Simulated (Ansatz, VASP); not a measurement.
## In: VASP beside Ansatz

The input INCAR:

```
SYSTEM = In
PREC = Accurate ; ENCUT = 520
EDIFF = 1E-6 ; ISMEAR = -1
SIGMA = 0.05 ; LREAL = .FALSE.
LASPH = .TRUE. ; NELM = 60
ALGO = Normal ; ISIF = 2
LWAVE = .FALSE. ; LCHARG = .FALSE.
NBANDS = 12
```

KPOINTS

```
regular mesh
0
G
  14 14 14
  0 0 0
```

The input POSCAR:

```
In
1.0
    2.7345592972      0.0000000000      0.0000000000
    0.0000000000      2.7345592972      0.0000000000
    0.0000000000      0.0000000000      2.7345592972
In
1
Direct
    0.0000000000      0.0000000000      0.0000000000
```

Input for Ansatz:

```yaml
crystal:
  lattice:
    - [2.7345592972, 0.0, 0.0]
    - [0.0, 2.7345592972, 0.0]
    - [0.0, 0.0, 2.7345592972]
  atoms:
    - { symbol: In, position: [0.0, 0.0, 0.0] }
kpoints:
  mp_grid: { grid: [14, 14, 14] }
scf:
  occupations: { method: fermi_dirac, width: 0.05 }
hamiltonian:
  xc: lda
  pseudopotentials: { kind: all_electron, lapw: { basis_error: 0.001 } }
output:
  forces: true
  stress: true
  eigenvalues: true
  populations: true
```

Change from the starting cell: volume scaled by 0.78, LAPW.

Alike in both runs: task single point; functional LDA; k mesh 14 × 14 × 14; occupations fermi-dirac, width 0.05 eV; no spin polarisation.

|  | VASP | Ansatz |
| --- | --- | --- |
| version | VASP 6.6.1 | Ansatz 0.2.0 |
| potentials or method | VASP PAW LDA potentials, release 64 (In_d), cutoff 520 eV | all-electron LAPW, scalar-relativistic |

```tsv
	VASP	Ansatz	Ansatz less VASP
pressure (GPa)	21.7	21.5	-0.23
```

LDA's correlation is that of Perdew and Zunger in VASP and of Perdew and Wang (1992) in Ansatz. Ansatz ran all-electron here, and VASP with PAW potentials.
